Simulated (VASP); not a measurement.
# Al (P6_3/mmc) in VASP: a series of runs

The runs below take Al through single point, with PBEsol.

Everything below comes from runs of VASP 6.6.1. Logs are shortened: lines on timing, memory, paths and dates and some standing lists are left out, and cuts for length are marked.

## Step 1: The cell of the first run

Symmetry: P6_3/mmc, No. 194, hexagonal system. The conventional cell has a = 2.810 Å, b = 2.810 Å, c = 4.638 Å, α = 90.00°, β = 90.00°, γ = 120.00°. Al (site symmetry -6m2) has 12 Al at 2.81 to 2.83 Å within 3.7 Å.

This isn't the form of Al at room conditions, which is fcc.

## Step 2: Single point, PBEsol

INCAR reads:

```
SYSTEM = Al
PREC = Accurate ; ENCUT = 520
EDIFF = 1E-6 ; ISMEAR = 0
SIGMA = 0.15 ; LREAL = .FALSE.
LASPH = .TRUE. ; NELM = 60
ALGO = Normal ; ISIF = 2
LWAVE = .FALSE. ; LCHARG = .TRUE.
GGA = PS ; LELF = .TRUE.
LVHAR = .TRUE. ; NBANDS = 10
```

KPOINTS reads:

```
regular mesh
0
G
  18 18 10
  0 0 0
```

POSCAR reads:

```
Al
1.0
    2.8098000000      0.0000000000      0.0000000000
   -1.4049000000      2.4333581796      0.0000000000
    0.0000000000      0.0000000000      4.6382883863
Al
2
Direct
    0.6666666667      0.3333333333      0.7500000000
    0.3333333333      0.6666666667      0.2500000000
```

Potentials or basis: VASP PAW PBE potentials, release 64 (Al).

The run is started by

```console
> cat potpaw_PBE.64/Al/POTCAR > POTCAR
> mpirun -np 1 vasp_std > vasp.out
```

OUTCAR:

```text
SYSTEM = Al
   PREC = Accurate
   ENCUT = 520
   EDIFF = 1E-6
   ISMEAR = 0
   LREAL = .FALSE.
   LASPH = .TRUE.
   NELM = 60
   ISIF = 2
   GGA = PS

 ion  position               nearest neighbor table
   1  0.667  0.333  0.750-   2 2.83   2 2.83   2 2.83   2 2.83   2 2.83   2 2.83
   2  0.333  0.667  0.250-   1 2.83   1 2.83   1 2.83   1 2.83   1 2.83   1 2.83

  LATTYP: Found a hexagonal cell.
 ALAT       =     2.8098000000
 C/A-ratio  =     1.6507539278

  Lattice vectors:

 A1 = (   2.8098000000,   0.0000000000,   0.0000000000)
 A2 = (  -1.4049000000,   2.4333581796,   0.0000000000)
 A3 = (   0.0000000000,   0.0000000000,   4.6382883863)

Analysis of symmetry for initial positions (statically):
=====================================================================
 Subroutine PRICEL returns:
 Original cell was already a primitive cell.

 Routine SETGRP: Setting up the symmetry group for a
 hexagonal supercell.

 Subroutine GETGRP returns: Found 24 space group operations
 (whereof 12 operations were pure point group operations)
 out of a pool of 24 trial point group operations.

The static configuration has the point symmetry D_3d.
 The point group associated with its full space group is D_6h.

Analysis of symmetry for dynamics (positions and initial velocities):
=====================================================================
 Subroutine PRICEL returns:
 Original cell was already a primitive cell.

 Routine SETGRP: Setting up the symmetry group for a
 hexagonal supercell.

 Subroutine GETGRP returns: Found 24 space group operations
 (whereof 12 operations were pure point group operations)
 out of a pool of 24 trial point group operations.

The dynamic configuration has the point symmetry D_3d.
 The point group associated with its full space group is D_6h.

 Subroutine INISYM returns: Found 24 space group operations
 (whereof 12 operations are pure point group operations),
 and found     1 'primitive' translations

----------------------------------------------------------------------------------------

                                     Primitive cell

  volume of cell :      31.7131

  direct lattice vectors                    reciprocal lattice vectors
     2.809800000  0.000000000  0.000000000     0.355897217  0.205477354  0.000000000
    -1.404900000  2.433358180  0.000000000     0.000000000  0.410954708  0.000000000
     0.000000000  0.000000000  4.638288386     0.000000000  0.000000000  0.215596771

  length of vectors
     2.809800000  2.809800000  4.638288386     0.410954708  0.410954708  0.215596771

  position of ions in fractional coordinates (direct lattice)
     0.666666667  0.333333333  0.750000000
     0.333333333  0.666666667  0.250000000

  ion indices of the primitive-cell ions
   primitive index   ion index
                 1           1
                 2           2

----------------------------------------------------------------------------------------

 KPOINTS: regular mesh

Automatic generation of k-mesh.
 Grid dimensions read from file:
 generate k-points for:   18   18   10

 Generating k-lattice:

  Cartesian coordinates                     Fractional coordinates (reciprocal lattice)
     0.019772068  0.011415409  0.000000000     0.055555556  0.000000000  0.000000000
     0.000000000  0.022830817  0.000000000     0.000000000  0.055555556  0.000000000
     0.000000000  0.000000000  0.021559677     0.000000000  0.000000000  0.100000000

  Length of vectors
     0.022830817  0.022830817  0.021559677

  Shift w.r.t. Gamma in fractional coordinates (k-lattice)
     0.000000000  0.000000000  0.000000000

 Subroutine IBZKPT returns following result:
 ===========================================

 Found    222 irreducible k-points:

 Following reciprocal coordinates:
            Coordinates               Weight
  0.000000  0.000000  0.000000      1.000000
  0.055556  0.000000  0.000000      6.000000
  0.111111  0.000000  0.000000      6.000000
  0.166667  0.000000  0.000000      6.000000
  0.222222  0.000000  0.000000      6.000000
  0.277778 -0.000000  0.000000      6.000000
[... 16 lines left out ...]
  0.333333  0.111111  0.000000     12.000000
  0.388889  0.111111  0.000000     12.000000
 [... further k-points ...]
   k-points           NKPTS =    222   k-points in BZ     NKDIM =    222   number of bands    NBANDS=     10
   number of dos      NEDOS =    301   number of ions     NIONS =      2
   total plane-waves  NPLWV =  20736
   dimension x,y,z NGX =    24 NGY =   24 NGZ =   36
   dimension x,y,z NGXF=    48 NGYF=   48 NGZF=   72
   ions per type =               2
   NGX,Y,Z   is equivalent  to a cutoff of  14.20, 14.20, 12.90 a.u.
   NGXF,Y,Z  is equivalent  to a cutoff of  28.40, 28.40, 25.81 a.u.
 SYSTEM =  Al
   PREC   = accura    normal or accurate (medium, high low for compatibility)
   ISTART =      0    job   : 0-new  1-cont  2-samecut
   ICHARG =      2    charge: 1-file 2-atom 10-const
   ISPIN  =      1    spin polarized calculation?
   LNONCOLLINEAR =      F non collinear calculations
   LSORBIT =      F    spin-orbit coupling
   LASPH  =      T    aspherical Exc in radial PAW
   ENCUT  =  520.0 eV  38.22 Ry    6.18 a.u.   5.22  5.22  8.62*2*pi/ulx,y,z
   NELM   =     60;   NELMIN=  2; NELMDL= -5     # of ELM steps
   EDIFF  = 0.1E-05   stopping-criterion for ELM
   LREAL  =      F    real-space projection
   EDIFFG = 0.1E-04   stopping-criterion for IOM
   NSW    =      0    number of steps for IOM
   IBRION =     -1    ionic relax: 0-MD 1-quasi-New 2-CG
   NFREE  =      0    steps in history (QN), initial steepest desc. (CG)
   ISIF   =      2    stress and relaxation
   ISYM   =      2    0-nonsym 1-usesym 2-fastsym
   POTIM  = 0.5000    time-step for ionic-motion
   TEBEG  =    0.0;   TEEND  =   0.0 temperature during run
   PSTRESS=    0.0 pullay stress
   NELECT =       6.0000    total number of electrons
   NUPDOWN=      -1.0000    fix difference up-down
   EMIN   =  10.00;   EMAX   =-10.00  energy-range for DOS
   EFERMI =   0.00;   METHOD = LEGACY
   ISMEAR =     0;   SIGMA  =   0.15  broadening in eV -4-tet -1-fermi 0-gaus
   EFERMI_NEDOS =   21; number of points for ismear=-14 and -15
   IALGO  =     38    algorithm
   IMIX   =      4    mixing-type and parameters
     AMIX     =   0.40;   BMIX     =  1.00
     AMIX_MAG =   1.60;   BMIX_MAG =  1.00
  volume/ion in A,a.u.               =      15.86       107.01
  Fermi-wavevector in a.u.,A,eV,Ry     =   0.939822  1.776006 12.017550  0.883265
  Thomas-Fermi vector in A             =   2.067172
   LORBIT       =      0    0 simple, 1 ext, 2 COOP (PROOUT), +10 PAW based schemes
   GGA     = PS    functional components
   LHFCALC =     F    Hartree Fock is set to
   AEXX    =    0.0000 exact exchange contribution
   IVDW    =     0    specifies the selected vdW correction
   LEPSILON=     F    determine dielectric tensor
   LRPA    =     F    only Hartree local field effects (RPA)
 non-spin polarized calculation
 Gauss-broadening in eV      SIGMA  =   0.15
  energy-cutoff  :      520.00
  volume of cell :       31.71
 maximum number of plane-waves:       867
 NGX is ok and might be reduce to    24
   NGX = 11   NGY = 11   NGZ = 17

 number of electron       6.0000000 magnetization

 Free energy of the ion-electron system (eV)
  ---------------------------------------------------
  ext. energy  EPLUGINS =         0.00000000
  ---------------------------------------------------
  free energy    TOTEN  =        -8.11217488 eV

  energy without entropy =       -8.10060322  energy(sigma->0) =       -8.10638905

 E-fermi :   8.3683     XC(G=0): -10.4039

 val. band max:        8.3609412064   @ k =   0.3333   0.0556   0.1000
 cond. band min:       8.3694038171   @ k =   0.3333   0.2222   0.1000
 fundamental gap:      0.0084626107
 Fermi energy:         8.3683331771

 k-point     1 :       0.0000    0.0000    0.0000
  band No.  band energies     occupation
      1      -3.0397      2.00000
      2       3.5602      2.00000
      3       3.8006      2.00000
      4      19.4377      0.00000
      5      19.4377      0.00000
      6      19.6927      0.00000
      7      19.6927      0.00000
      8      20.5163      0.00000
      9      22.8313      0.00000
     10      22.9257      0.00000

 k-point     2 :       0.0556    0.0000    0.0000
  band No.  band energies     occupation
      1      -2.9626      2.00000
      2       3.6315      2.00000
      3       3.8757      2.00000
      4      17.7630      0.00000
      5      18.4453      0.00000
      6      19.5528      0.00000
      7      20.8105      0.00000
      8      21.2182      0.00000
      9      22.7761      0.00000
     10      23.4118      0.00000

 k-point     3 :       0.1111    0.0000    0.0000
  band No.  band energies     occupation
      1      -2.7316      2.00000
      2       3.8456      2.00000
      3       4.1001      2.00000
      4      15.6384      0.00000
      5      17.4668      0.00000
      6      18.7534      0.00000
      7      21.1708      0.00000
      8      21.5470      0.00000
      9      22.1096      0.00000
     10      22.5186      0.00000

 k-point     4 :       0.1667    0.0000    0.0000
  band No.  band energies     occupation
      1      -2.3475      2.00000
      2       4.2024      2.00000
      3       4.4707      2.00000
      4      13.5331      0.00000
      5      16.6183      0.00000
      6      17.7924      0.00000
      7      19.5557      0.00000
      8      19.8716      0.00000
      9      22.1861      0.00000
     10      22.5504      0.00000

 k-point     5 :       0.2222    0.0000    0.0000
  band No.  band energies     occupation
      1      -1.8116      2.00000
      2       4.7020      2.00000
      3       4.9806      2.00000
      4      11.5215      0.00000
      5      15.9013      0.00000
      6      16.6853      0.00000
      7      17.5714      0.00000
      8      18.5370      0.00000
      9      21.5957      0.00000
     10      21.8856      0.00000

 k-point     6 :       0.2778   -0.0000    0.0000
  band No.  band energies     occupation
      1      -1.1258      2.00000
      2       5.3440      2.00000
      3       5.6105      2.00000
      4       9.6429      0.00000
      5      15.3156      0.00000
      6      15.3730      0.00000
      7      15.6810      0.00000
      8      17.5300      0.00000
      9      21.0921      0.00000
     10      21.2435      0.00000
[... 183 lines left out ...]
 k-point    21 :       0.2222    0.1111    0.0000
  band No.  band energies     occupation
      1      -0.8980      2.00000
      2       5.5580      2.00000
      3       5.8201      2.00000
      4       9.8462      0.00000
      5      12.3038      0.00000
      6      15.8303      0.00000
      7      16.2743      0.00000
      8      18.6725      0.00000
      9      18.7494      0.00000
     10      20.0953      0.00000

 k-point    22 :       0.2778    0.1111    0.0000
  band No.  band energies     occupation
      1      -0.0662      2.00000
      2       6.3414      2.00000
      3       6.4497      2.00000
      4       8.2208      1.83562
      5      11.7626      0.00000
      6      14.0971      0.00000
      7      14.7193      0.00000
      8      18.1246      0.00000
      9      18.3243      0.00000
     10      19.6697      0.00000

 k-point    23 :       0.3333    0.1111    0.0000
  band No.  band energies     occupation
      1       0.9096      2.00000
      2       6.0274      2.00000
      3       7.2630      2.00000
      4       7.8947      1.99999
      5      11.2839      0.00000
      6      12.4807      0.00000
      7      13.3446      0.00000
      8      17.7429      0.00000
      9      18.0167      0.00000
     10      19.3525      0.00000

 k-point    24 :       0.3889    0.1111    0.0000
  band No.  band energies     occupation
      1       2.0249      2.00000
      2       4.6416      2.00000
      3       8.3074      1.43467
      4       8.7603      0.00022
      5      10.6950      0.00000
      6      11.0151      0.00000
      7      12.3594      0.00000
      8      17.5163      0.00000
      9      17.8306      0.00000
     10      19.1583      0.00000

 [... further k-points ...]

------------------------ aborting loop because EDIFF is reached ----------------------------------------

  FORCE on cell =-STRESS in cart. coord.  units (eV):
  Direction    XX          YY          ZZ          XY          YZ          ZX
  --------------------------------------------------------------------------------------
  -------------------------------------------------------------------------------------
  Total        0.5018125      0.5018125      0.4591755      0.0000000     -0.0000000      0.0000000
  in kB       25.3520366     25.3520366     23.1979771      0.0000000     -0.0000000      0.0000000
  external PRESSURE =      24.6340167 kB  Pullay stress =       0.0000000 kB

 VOLUME and BASIS-vectors are now :
 -----------------------------------------------------------------------------
  energy-cutoff  :      520.00
  volume of cell :       31.71
      direct lattice vectors                 reciprocal lattice vectors
     2.809800000  0.000000000  0.000000000     0.355897217  0.205477354  0.000000000
    -1.404900000  2.433358180  0.000000000     0.000000000  0.410954708  0.000000000
     0.000000000  0.000000000  4.638288386     0.000000000  0.000000000  0.215596771

 POSITION                                       TOTAL-FORCE (eV/Angst)
 -----------------------------------------------------------------------------------
      1.40490      0.81112      3.47872        -0.000000      0.000000      0.000000
     -0.00000      1.62224      1.15957         0.000000      0.000000      0.000000
 -----------------------------------------------------------------------------------
    total drift:                               -0.000000      0.000000     -0.000000

  FREE ENERGIE OF THE ION-ELECTRON SYSTEM (eV)
  ---------------------------------------------------
  free  energy   TOTEN  =        -8.1121748835 eV

  energy  without entropy=       -8.1006032214  energy(sigma->0) =       -8.10638905
```

It took 52 s on 1 thread of Intel Xeon 8259CL, shared host; peak memory 0.19 GiB.

Results:

* Free energy: -8.1122 eV
* Pressure: 2.5 GPa
* Band gap on the k mesh: zero (bands 3 and 4 overlap by 7.37 eV)

Stress tensor (GPa, compression positive):
```
2.54 0.00 0.00
0.00 2.54 0.00
0.00 0.00 2.32
```

Caveat: the PAW data sets were made with another functional, which shifts forces and pressure a little.

## Step 3: Single point, PBEsol

This run uses another cell than the first one, of 15.93 Å³/atom.

INCAR reads:

```
  PREC = Accurate
  ENCUT = 520
  EDIFF = 1E-6
  ISMEAR = 0
  SIGMA = 0.15
  LREAL = F
  LASPH = T
  NELM = 100
  ALGO = Fast
  ISIF = 2
  LWAVE = F
  LCHARG = F
  GGA = PS
  NBANDS = 10
```

KPOINTS reads:

```
regular mesh
0
Gamma
  18 18 10
```

POSCAR reads:

```
Al
1.0
    2.7300000000      0.0000000000      0.0000000000
   -1.3650000000      2.3642493523      0.0000000000
    0.0000000000      0.0000000000      4.9351000000
Al
2
Direct
    0.6666666667      0.3333333333      0.7500000000
    0.3333333333      0.6666666667      0.2500000000
```

Potentials or basis: VASP PAW PBE potentials, release 64 (Al).

The run is started by

```console
> cat potpaw_PBE.64/Al/POTCAR > POTCAR
> mpirun -np 1 vasp_std > vasp.out
```

It took 61 s on 1 thread of Intel Xeon 8259CL, shared host; peak memory 0.18 GiB.

Results (log left out):

```yaml
Free_energy: -8.0758 eV
Pressure: 3.1 GPa
Band_gap_on_the_k_mesh: zero (bands 3 and 4 overlap by 6.35 eV)
```

Stress tensor (GPa, compression positive):
```
 5.78  0.00  0.00
 0.00  5.78  0.00
 0.00  0.00 -2.15
```

Levels at points of the mesh, in eV from the Fermi level:
```
           k point  band 1  band 2  band 3  band 4  band 5  band 6  band 7  band 8
(0.00, 0.00, 0.00)  -11.35   -5.62   -5.19   10.51   11.50   12.51   12.51   12.59
(0.50, 0.00, 0.00)   -4.94   -4.90    0.35    0.67    1.21    1.38    7.07    8.53
(0.00, 0.00, 0.50)   -9.84   -9.84    1.72    1.72   13.28   13.28   13.28   13.28
(0.50, 0.00, 0.50)   -3.86   -3.86   -2.98   -2.98    7.31    7.31    7.61    7.61
```

Caveat: the cell stands under pressure; the PAW data sets were made with another functional, which shifts forces and pressure a little.

(Part 1 of 2 ends here.)
